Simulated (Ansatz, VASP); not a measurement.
## Two plane-wave programs on Nb3C5

```xyz
8
Lattice="3.0232 -0.0002 0.0000 0.0001 3.1205 0.0015 0.0014 0.0007 9.1394" Properties=species:S:1:pos:R:3 pbc="T T T"
Nb    0.9454    1.5615    2.0964
Nb    0.9455    1.5595    7.0442
Nb    3.9687    3.1206    4.5712
C    -0.5662    0.0017    1.3424
C     2.4569    1.5601    5.3418
C     2.4572    1.5607    3.7990
C    -0.5660   -0.0010    7.7972
C    -0.5668    0.0002    0.0001
```

Change from the starting cell: cell x1, atoms moved at random (sigma 0.1 Å) and cell strained at random (1.5 %), then relaxed without symmetry.

Alike in both runs: functional PBE; k mesh 8 × 8 × 2; occupations gaussian, width 0.2 eV; no spin polarisation.

Ansatz relaxed the structure, and its values are those at the end. VASP's run is a single point on that final structure, the one shown.

```csv
,VASP,Ansatz
version,VASP 6.6.1,Ansatz 0.2.0
potentials or method,"VASP PAW PBE potentials, release 64 (Nb_sv, C), cutoff 520 eV","scalar-relativistic, plane waves, PAW"
valence electrons in the cell,59,59
```

VASP gave:

- gap on the k mesh at the Fermi level (eV): none
- pressure (GPa): -0.3
- rms of the force components (eV/Å): 0.025

Question: Estimate Ansatz's values.

Answer: gap on the k mesh at the Fermi level (eV): none; pressure (GPa): -0.1; rms of the force components (eV/Å): 0.005.

A gap of «none» marks a metal or a gap that the smearing closes.
